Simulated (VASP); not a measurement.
Wanted: the native input for a VASP 6.6.1 run.

- Task: single point
- Functional: PBE
- Potentials or basis: VASP PAW PBE potentials, release 64 (Mn_pv, O)
- Cutoff: 520 eV
- k mesh: 10 × 10 × 10
- Occupations: fermi-dirac, width 0.05 eV
- Spin: collinear spin, ferromagnetic start
- Starting moments: [4.0, 0.0] μB
- Dipole correction: no
- Further INCAR settings: ALGO = Normal; EDIFF = 1e-06; NBANDS = 20

The structure of MnO lies in POSCAR:

```
MnO
1.0
    0.0000000000      2.1938512115      2.1938512115
    2.1938512115      0.0000000000      2.1938512115
    2.1938512115      2.1938512115      0.0000000000
Mn O
1 1
Direct
    0.0000000000      0.0000000000      0.0000000000
    0.5000000000      0.5000000000      0.5000000000
```

This cell differs from its parent crystal: volume scaled by 0.96.

The input as run:

INCAR

```
PREC = Accurate ; ENCUT = 520
EDIFF = 1E-6 ; ISMEAR = -1
SIGMA = 0.05 ; LREAL = False
LASPH = True ; NELM = 150
ALGO = Normal ; ISIF = 2
LWAVE = False ; LCHARG = False
ISPIN = 2 ; MAGMOM = 4 0
LORBIT = 11 ; LMAXMIX = 4
GGA = PE ; NBANDS = 20
```

KPOINTS

```
Automatic mesh
0
Gamma
  10 10 10
```

Potentials or basis: VASP PAW PBE potentials, release 64 (Mn_pv, O).

The run is started by

```bash
$ cat potpaw_PBE.64/Mn_pv/POTCAR potpaw_PBE.64/O/POTCAR > POTCAR
$ mpirun -np 1 vasp_std > vasp.out
```

It gave:

```
Pressure                                              : 4.4 GPa
Net moment                                            : 4.65 μB per cell
Site moments                                          : Mn +4.24; O +0.19 μB
Valence electrons inside the program's atomic spheres : Mn 11.40; O 4.99
```

Caveat: a cell with one magnetic atom can't hold antiferromagnetic order, which such compounds often take.

Run time: 28 s on 1 thread of Intel Xeon 6975P-C, with other jobs on the host, peak memory 0.16 GiB.
